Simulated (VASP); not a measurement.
PbS: single point with LDA

The system is PbS.

```
CELL_PARAMETERS angstrom
0.00000 2.93535 2.96500
2.93535 0.00000 2.96500
2.93535 2.93535 0.00000
ATOMIC_POSITIONS crystal
Pb 0.00000 0.00000 0.00000
S 0.50000 0.50000 0.50000
```

This cell differs from its parent crystal: equal xx and yy strain of -1 %.

| Quantity | Value |
| --- | --- |
| Program | VASP 6.6.1 |
| Task | single point |
| Functional | LDA |
| Potentials or basis | VASP PAW LDA potentials, release 64 (Pb_d, S) |
| Cutoff | 520 eV |
| k mesh | 8 × 8 × 8 |
| Occupations | fermi-dirac, width 0.01 eV |
| Spin | no spin polarisation |
| Dipole correction | no |
| Further INCAR settings | ALGO = Normal; EDIFF = 1e-07; NBANDS = 17 |

```
Pressure               : -1.3 GPa
Band gap on the k mesh : 0.13 eV
```

Stress tensor (GPa, compression positive):
```
-0.91  0.00  0.00
 0.00 -0.91  0.00
 0.00  0.00 -2.22
```

Levels at points of the mesh, in eV from the valence-band top:
```csv
k point,band 7,band 8,band 9,band 10,band 11,band 12,band 13,band 14
"(0.00, 0.00, 0.00)",-6.07,-2.32,-2.32,-2.24,4.95,5.18,5.18,6.52
"(0.50, 0.00, 0.00)",-9.08,-1.88,-1.86,0.00,0.13,1.73,1.79,8.47
"(0.50, 0.50, 0.00)",-7.30,-5.46,-3.61,-3.61,3.64,5.43,5.65,5.65
"(0.50, 0.00, 0.50)",-7.36,-5.47,-3.69,-3.58,3.59,5.48,5.54,5.70
```

Wall time 58 s on 1 thread of Intel Xeon 8259CL, on a shared host, peak memory 0.18 GiB.

Caveat: the cell differs from its parent crystal (equal xx and yy strain of -1 %); spin-orbit coupling is left out, which moves the levels of the heavy elements. A k mesh can miss the band edges.
